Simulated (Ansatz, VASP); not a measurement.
**CdS: VASP beside Ansatz**

Contents of INCAR:

```
PREC = Accurate
ENCUT = 520
EDIFF = 1E-7
ISMEAR = -1
SIGMA = 0.05
LREAL = F
LASPH = T
NELM = 60
ALGO = Normal
ISIF = 2
LWAVE = F
LCHARG = F
GGA = CA
NBANDS = 16
```

KPOINTS

```
regular mesh
0
Gamma
  8 8 8
```

File POSCAR:

```
CdS
1.0
    0.0000000000      2.7714779354      2.7714779354
    2.7714779354      0.0000000000      2.7714779354
    2.7714779354      2.7714779354      0.0000000000
Cd S
1 1
Direct
    0.0000000000      0.0000000000      0.0000000000
    0.5000000000      0.5000000000      0.5000000000
```

Contents of input.yaml:

```yaml
crystal:
  lattice:
    - [0.0, 2.7714779354, 2.7714779354]
    - [2.7714779354, 0.0, 2.7714779354]
    - [2.7714779354, 2.7714779354, 0.0]
  atoms:
    - { symbol: Cd, position: [0.0, 0.0, 0.0] }
    - { symbol: S, position: [0.5, 0.5, 0.5] }
kpoints:
  mp_grid: { grid: [8, 8, 8] }
scf:
  occupations: { method: fermi_dirac, width: 0.05 }
hamiltonian:
  xc: lda
  pseudopotentials: { kind: all_electron, lapw: { basis_error: 0.001 } }
output:
  forces: true
  stress: true
  eigenvalues: true
```

Change from the starting cell: volume scaled by 1.02.

Alike in both runs: task single point; functional LDA; k mesh 8 × 8 × 8; occupations fermi-dirac, width 0.05 eV; no spin polarisation.

```csv
,VASP,Ansatz
version,VASP 6.6.1,Ansatz 0.2.0
potentials or method,"VASP PAW LDA potentials, release 64 (Cd, S), cutoff 520 eV","all-electron LAPW, scalar-relativistic"
```

|  | VASP | Ansatz | Ansatz less VASP |
| --- | --- | --- | --- |
| gap on the k mesh at the Fermi level (eV) | none | none | - |
| pressure (GPa) | -7.5 | -7.9 | -0.44 |

LDA's correlation is that of Perdew and Zunger in VASP and of Perdew and Wang (1992) in Ansatz. A gap of «none» marks a metal or a gap that the smearing closes. Ansatz ran all-electron here, and VASP with PAW potentials.
